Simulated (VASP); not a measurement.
# GaN (P1) in VASP: further runs

GaN is run at these levels: PBE; tasks: single point.

All numbers are computed with VASP 6.6.1; they aren't measurements. Logs are shortened: lines on timing, memory, paths and dates and some standing lists are left out, and cuts for length are marked.

## (1) The cell of the first run

The typed cell holds 4 atoms: a = 3.180 Å, b = 3.180 Å, c = 5.166 Å, α = 90.00°, β = 90.00°, γ = 120.00°.

## (2) Single point, PBE (atom 3 (N) moved by (-0.200, +0.200) A along x and z)

File INCAR:

```
SYSTEM = GaN
PREC = Accurate
ENCUT = 520
EDIFF = 1E-7
ISMEAR = 0
SIGMA = 0.05
LREAL = .FALSE.
LASPH = .TRUE.
NELM = 80
ALGO = Normal
ISIF = 2
LWAVE = .FALSE.
LCHARG = .FALSE.
GGA = PE
NBANDS = 26
```

File KPOINTS:

```
Automatic mesh
0
G
  12 12 6
  0 0 0
```

File POSCAR:

```
GaN
1.0
    3.1799996605      0.0000000000      0.0000000000
   -1.5899998303      2.7539604900      0.0000000000
    0.0000000000      0.0000000000      5.1660000000
Ga N
2 2
Direct
    0.3333333333      0.6666666667      0.0000000000
    0.6666666667      0.3333333333      0.5000000000
    0.2704402449      0.6666666667      0.4137146729
    0.6666666667      0.3333333333      0.8750000000
```

Potentials or basis: VASP PAW PBE potentials, release 64 (Ga_d, N).

The run is started by

```console
$ cat potpaw_PBE.64/Ga_d/POTCAR potpaw_PBE.64/N/POTCAR > POTCAR
$ mpirun -np 1 vasp_std > vasp.out
```

OUTCAR:

```text
SYSTEM = GaN
   PREC = Accurate
   ENCUT = 520
   EDIFF = 1E-7
   ISMEAR = 0
   LREAL = .FALSE.
   LASPH = .TRUE.
   NELM = 80
   ISIF = 2
   GGA = PE

 ion  position               nearest neighbor table
   1  0.333  0.667  0.000-   4 1.95   4 1.95   4 1.95   3 2.15
   2  0.667  0.333  0.500-   3 1.72   3 1.90   4 1.94   3 2.06
   3  0.270  0.667  0.414-   2 1.72   2 1.90   2 2.06   1 2.15
   4  0.667  0.333  0.875-   2 1.94   1 1.95   1 1.95   1 1.95

  LATTYP: Found a hexagonal cell.
 ALAT       =     3.1799996605
 C/A-ratio  =     1.6245284753

  Lattice vectors:

 A1 = (   3.1799996605,   0.0000000000,   0.0000000000)
 A2 = (  -1.5899998303,   2.7539604900,   0.0000000000)
 A3 = (   0.0000000000,   0.0000000000,   5.1660000000)

Analysis of symmetry for initial positions (statically):
=====================================================================
 Subroutine PRICEL returns:
 Original cell was already a primitive cell.

 Routine SETGRP: Setting up the symmetry group for a
 hexagonal supercell.

 Subroutine GETGRP returns: Found  1 space group operations
 (whereof  1 operations were pure point group operations)
 out of a pool of 24 trial point group operations.

The static configuration has the point symmetry C_1 .

Analysis of symmetry for dynamics (positions and initial velocities):
=====================================================================
 Subroutine PRICEL returns:
 Original cell was already a primitive cell.

 Routine SETGRP: Setting up the symmetry group for a
 hexagonal supercell.

 Subroutine GETGRP returns: Found  1 space group operations
 (whereof  1 operations were pure point group operations)
 out of a pool of 24 trial point group operations.

The dynamic configuration has the point symmetry C_1 .

 Subroutine INISYM returns: Found  1 space group operations
 (whereof  1 operations are pure point group operations),
 and found     1 'primitive' translations

----------------------------------------------------------------------------------------

                                     Primitive cell

  volume of cell :      45.2417

[... 86 lines left out ...]
   ISPIN  =      1    spin polarized calculation?
   LNONCOLLINEAR =      F non collinear calculations
   LSORBIT =      F    spin-orbit coupling
   LASPH  =      T    aspherical Exc in radial PAW
   ENCUT  =  520.0 eV  38.22 Ry    6.18 a.u.   5.91  5.91  9.61*2*pi/ulx,y,z
   NELM   =     80;   NELMIN=  2; NELMDL= -5     # of ELM steps
   EDIFF  = 0.1E-06   stopping-criterion for ELM
   LREAL  =      F    real-space projection
   EDIFFG = 0.1E-05   stopping-criterion for IOM
   NSW    =      0    number of steps for IOM
   IBRION =     -1    ionic relax: 0-MD 1-quasi-New 2-CG
   NFREE  =      0    steps in history (QN), initial steepest desc. (CG)
   ISIF   =      2    stress and relaxation
   ISYM   =      2    0-nonsym 1-usesym 2-fastsym
   POTIM  = 0.5000    time-step for ionic-motion
   TEBEG  =    0.0;   TEEND  =   0.0 temperature during run
   PSTRESS=    0.0 pullay stress
   NELECT =      36.0000    total number of electrons
   NUPDOWN=      -1.0000    fix difference up-down
   EMIN   =  10.00;   EMAX   =-10.00  energy-range for DOS
   EFERMI =   0.00;   METHOD = LEGACY
   ISMEAR =     0;   SIGMA  =   0.05  broadening in eV -4-tet -1-fermi 0-gaus
   EFERMI_NEDOS =   21; number of points for ismear=-14 and -15
   IALGO  =     38    algorithm
   IMIX   =      4    mixing-type and parameters
     AMIX     =   0.40;   BMIX     =  1.00
     AMIX_MAG =   1.60;   BMIX_MAG =  1.00
  volume/ion in A,a.u.               =      11.31        76.33
  Fermi-wavevector in a.u.,A,eV,Ry     =   1.517036  2.866783 31.312431  2.301399
  Thomas-Fermi vector in A             =   2.626346
   LORBIT       =      0    0 simple, 1 ext, 2 COOP (PROOUT), +10 PAW based schemes
   GGA     = PE    functional components
   LHFCALC =     F    Hartree Fock is set to
   AEXX    =    0.0000 exact exchange contribution
   IVDW    =     0    specifies the selected vdW correction
   LEPSILON=     F    determine dielectric tensor
   LRPA    =     F    only Hartree local field effects (RPA)
 non-spin polarized calculation
 Gauss-broadening in eV      SIGMA  =   0.05
  energy-cutoff  :      520.00
  volume of cell :       45.24
 maximum number of plane-waves:      1236
   NGX = 11   NGY = 11   NGZ = 19

 number of electron      36.0000002 magnetization

 Free energy of the ion-electron system (eV)
  ---------------------------------------------------
  ext. energy  EPLUGINS =         0.00000000
  ---------------------------------------------------
  free energy    TOTEN  =       -23.61534857 eV

  energy without entropy =      -23.61534857  energy(sigma->0) =      -23.61534857

 E-fermi :   5.7972     XC(G=0): -11.7206

 val. band max:        5.5340332625   @ k =   0.0000   0.0000   0.0000
 cond. band min:       7.3411464747   @ k =   0.0000   0.0000   0.0000
 fundamental gap:      1.8071132122
 Fermi energy:         5.7972337535

 k-point     1 :       0.0000    0.0000    0.0000
  band No.  band energies     occupation
      1     -10.8065      2.00000
      2      -9.8462      2.00000
      3      -8.1123      2.00000
      4      -8.0959      2.00000
      5      -8.0588      2.00000
      6      -8.0175      2.00000
[... 685 lines left out ...]
     25      16.9626      0.00000
     26      18.7392      0.00000

 [... further k-points ...]

------------------------ aborting loop because EDIFF is reached ----------------------------------------

  FORCE on cell =-STRESS in cart. coord.  units (eV):
  Direction    XX          YY          ZZ          XY          YZ          ZX
  --------------------------------------------------------------------------------------
  -------------------------------------------------------------------------------------
  Total        4.8381793      3.8919043      1.6871698      3.2542990     -0.6034154     -1.2479812
  in kB      171.3378693    137.8267630     59.7489376    115.2467955    -21.3691752    -44.1956416
  external PRESSURE =     122.9711900 kB  Pullay stress =       0.0000000 kB

 VOLUME and BASIS-vectors are now :
 -----------------------------------------------------------------------------
  energy-cutoff  :      520.00
  volume of cell :       45.24
      direct lattice vectors                 reciprocal lattice vectors
     3.179999661  0.000000000  0.000000000     0.314465442  0.181556708  0.000000000
    -1.589999830  2.753960490  0.000000000     0.000000000  0.363113416  0.000000000
     0.000000000  0.000000000  5.166000000     0.000000000  0.000000000  0.193573364

 POSITION                                       TOTAL-FORCE (eV/Angst)
 -----------------------------------------------------------------------------------
     -0.00000      1.83597      0.00000        -0.254827     -0.006472      0.585760
      1.59000      0.91799      2.58300        -3.700022     -1.364978      1.113098
     -0.20000      1.83597      2.13725         4.101509      1.402045     -3.077629
      1.59000      0.91799      4.52025        -0.146660     -0.030595      1.378771
 -----------------------------------------------------------------------------------
    total drift:                                0.000163      0.000160      0.000264

  FREE ENERGIE OF THE ION-ELECTRON SYSTEM (eV)
  ---------------------------------------------------
  free  energy   TOTEN  =       -23.6153485705 eV

  energy  without entropy=      -23.6153485705  energy(sigma->0) =      -23.61534857
```

Run time: 2.6 min. Hardware: 1 thread of Intel Xeon 6975P-C (Granite Rapids), shared host; peak memory 0.49 GiB.

What came out:

```
Free energy            : -23.6153 eV
Pressure               : 12.3 GPa
Largest force          : 5.316 eV/Å
Band gap on the k mesh : 1.81 eV, direct
```

Forces in eV/Å, atoms in the order of the input:
```
Ga  -0.255 -0.006  0.586
Ga  -3.700 -1.365  1.113
N    4.102  1.402 -3.078
N   -0.147 -0.031  1.379
```

Stress tensor (GPa, compression positive):
```
17.13 11.52 -4.42
11.52 13.78 -2.14
-4.42 -2.14  5.97
```

Levels at points of the mesh, in eV from the valence-band top:
```csv
k point,band 14,band 15,band 16,band 17,band 18,band 19,band 20,band 21,band 22,band 23
"(0.00, 0.00, 0.00)",-1.61,-0.87,-0.27,-0.06,0.00,1.81,4.13,8.57,9.78,9.86
"(0.50, 0.00, 0.00)",-5.90,-3.83,-2.87,-2.42,-1.24,4.86,5.52,6.38,8.71,9.56
"(0.00, 0.50, 0.00)",-5.59,-4.13,-2.86,-2.02,-1.25,4.85,5.22,5.73,8.89,9.63
"(0.50, 0.50, 0.00)",-5.16,-4.31,-3.10,-1.63,-1.35,4.72,5.11,5.27,8.82,10.37
"(0.00, 0.00, 0.50)",-3.63,-1.35,-0.66,-0.56,-0.24,4.10,4.21,7.15,9.49,9.55
"(0.50, 0.00, 0.50)",-6.66,-2.34,-1.94,-1.84,-1.45,3.88,4.27,7.17,7.85,9.73
"(0.00, 0.50, 0.50)",-6.64,-2.46,-2.00,-1.90,-1.48,4.05,4.39,6.65,7.94,9.53
"(0.50, 0.50, 0.50)",-6.46,-2.65,-2.16,-1.96,-1.68,4.27,4.72,6.45,8.02,9.40
```

Caveat: the cell differs from its parent crystal (atom 3 (N) moved by (-0.200, +0.200) A along x and z); forces of over 1 eV/Å act on the atoms, so gaps and moduli don't describe the material at rest.

## (3) Single point, PBE (atom 3 (N) moved by (-0.200, -0.100) A along x and z)

File INCAR:

```
PREC = Accurate
ENCUT = 520
EDIFF = 1E-6
ISMEAR = 0
SIGMA = 0.05
LREAL = F
LASPH = T
NELM = 100
ALGO = Normal
ISIF = 2
LWAVE = F
LCHARG = F
GGA = PE
NBANDS = 26
```

File KPOINTS:

```
Automatic mesh
0
Gamma
  12 12 6
```

Changes to POSCAR since step 2:

```diff
@@ -10,3 +10,3 @@
     0.6666666667      0.3333333333      0.5000000000
-    0.2704402449      0.6666666667      0.4137146729
+    0.2704402449      0.6666666667      0.3556426636
     0.6666666667      0.3333333333      0.8750000000
```

Potentials or basis: VASP PAW PBE potentials, release 64 (Ga_d, N).

The run is started by

```console
$ cat potpaw_PBE.64/Ga_d/POTCAR potpaw_PBE.64/N/POTCAR > POTCAR
$ mpirun -np 1 vasp_std > vasp.out
```

Wall time 2.4 min (1 thread of Intel Xeon 6975P-C (Granite Rapids), shared host); peak memory 0.49 GiB.

The run converged. Its results:

| Quantity | Value |
| --- | --- |
| Free energy | -23.9572 eV |
| Pressure | 9.8 GPa |
| Largest force | 2.843 eV/Å |
| Band gap on the k mesh | 1.77 eV, direct |

Forces on the atoms (eV/Å):
```
Ga  -0.055 -0.010 -1.074
Ga  -1.948 -0.723 -0.146
N    2.147  0.760  1.701
N   -0.144 -0.027 -0.481
```

Stress tensor (GPa, compression positive):
```
 8.20  5.49 -4.53
 5.49  6.30 -1.70
-4.53 -1.70 14.82
```

Levels at points of the mesh, in eV from the valence-band top:
```csv
k point,band 14,band 15,band 16,band 17,band 18,band 19,band 20,band 21,band 22,band 23
"(0.00, 0.00, 0.00)",-1.50,-0.99,-0.40,-0.12,0.00,1.77,4.26,8.74,9.78,9.93
"(0.50, 0.00, 0.00)",-5.81,-4.30,-2.95,-2.81,-0.92,4.91,5.60,6.41,8.54,9.66
"(0.00, 0.50, 0.00)",-5.31,-4.60,-2.84,-2.55,-0.95,4.87,5.31,5.74,8.47,9.73
"(0.50, 0.50, 0.00)",-4.91,-4.66,-2.98,-2.18,-1.06,4.86,4.95,5.37,8.43,9.95
"(0.00, 0.00, 0.50)",-4.06,-1.02,-0.77,-0.71,-0.24,4.07,4.12,7.89,9.01,9.65
"(0.50, 0.00, 0.50)",-6.86,-2.23,-2.14,-2.01,-1.65,3.88,4.17,7.49,8.47,9.55
"(0.00, 0.50, 0.50)",-6.64,-2.51,-2.20,-2.06,-1.55,4.09,4.13,7.35,7.87,9.55
"(0.50, 0.50, 0.50)",-6.20,-2.48,-2.26,-2.17,-1.91,4.34,4.40,7.17,7.59,9.60
```

Caveat: the cell differs from its parent crystal (atom 3 (N) moved by (-0.200, -0.100) A along x and z); forces of over 1 eV/Å act on the atoms, so gaps and moduli don't describe the material at rest.

## (4) Single point, PBE (atom 3 (N) moved by (-0.200, +0.100) A along x and z)

File INCAR:

```
SYSTEM = GaN
ALGO = Normal ; EDIFF = 1E-6
ENCUT = 520 ; GGA = PE
ISIF = 2 ; ISMEAR = 0
LASPH = .TRUE. ; LCHARG = .FALSE.
LREAL = .FALSE. ; LWAVE = .FALSE.
NBANDS = 26 ; NELM = 100
PREC = Accurate ; SIGMA = 0.05
```

File KPOINTS:

```
k-points
0
G
  12 12 6
  0 0 0
```

Changes to POSCAR since step 3:

```diff
@@ -10,3 +10,3 @@
     0.6666666667      0.3333333333      0.5000000000
-    0.2704402449      0.6666666667      0.3556426636
+    0.2704402449      0.6666666667      0.3943573364
     0.6666666667      0.3333333333      0.8750000000
```

The run is started by

```console
$ cat potpaw_PBE.64/Ga_d/POTCAR potpaw_PBE.64/N/POTCAR > POTCAR
$ mpirun -np 1 vasp_std > vasp.out
```

It took 4.4 min on 1 thread of Intel Xeon 6975P-C, shared host; peak memory 0.5 GiB.

The run converged. Its results:

| Quantity | Value |
| --- | --- |
| Free energy | -23.8759 eV |
| Pressure | 10.5 GPa |
| Largest force | 4.222 eV/Å |
| Band gap on the k mesh | 1.86 eV, direct |

Forces in eV/Å, atoms in the order of the input:
```
Ga  -0.241 -0.008  0.459
Ga  -3.110 -1.144  0.838
N    3.493  1.180 -2.058
N   -0.142 -0.028  0.761
```

Stress tensor (GPa, compression positive):
```
13.79  9.41 -4.51
 9.41 10.99 -2.12
-4.51 -2.12  6.81
```

Levels at points of the mesh, in eV from the valence-band top:
```csv
k point,band 14,band 15,band 16,band 17,band 18,band 19,band 20,band 21,band 22,band 23
"(0.00, 0.00, 0.00)",-1.53,-0.87,-0.23,-0.04,0.00,1.86,4.17,8.83,9.82,9.94
"(0.50, 0.00, 0.00)",-5.86,-3.96,-2.81,-2.57,-1.13,4.91,5.67,6.66,8.49,9.56
"(0.00, 0.50, 0.00)",-5.49,-4.26,-2.80,-2.17,-1.14,4.91,5.35,5.92,8.59,9.73
"(0.50, 0.50, 0.00)",-5.05,-4.42,-3.01,-1.78,-1.24,4.86,5.24,5.32,8.56,10.36
"(0.00, 0.00, 0.50)",-3.76,-1.21,-0.65,-0.58,-0.23,4.14,4.21,7.75,8.98,9.62
"(0.50, 0.00, 0.50)",-6.70,-2.19,-1.97,-1.87,-1.61,4.02,4.30,7.60,7.94,9.59
"(0.00, 0.50, 0.50)",-6.69,-2.38,-2.04,-1.93,-1.56,4.16,4.39,7.06,7.91,9.58
"(0.50, 0.50, 0.50)",-6.38,-2.47,-2.17,-1.99,-1.83,4.39,4.71,6.81,7.83,9.69
```

Caveat: the cell differs from its parent crystal (atom 3 (N) moved by (-0.200, +0.100) A along x and z); forces of over 1 eV/Å act on the atoms, so gaps and moduli don't describe the material at rest.
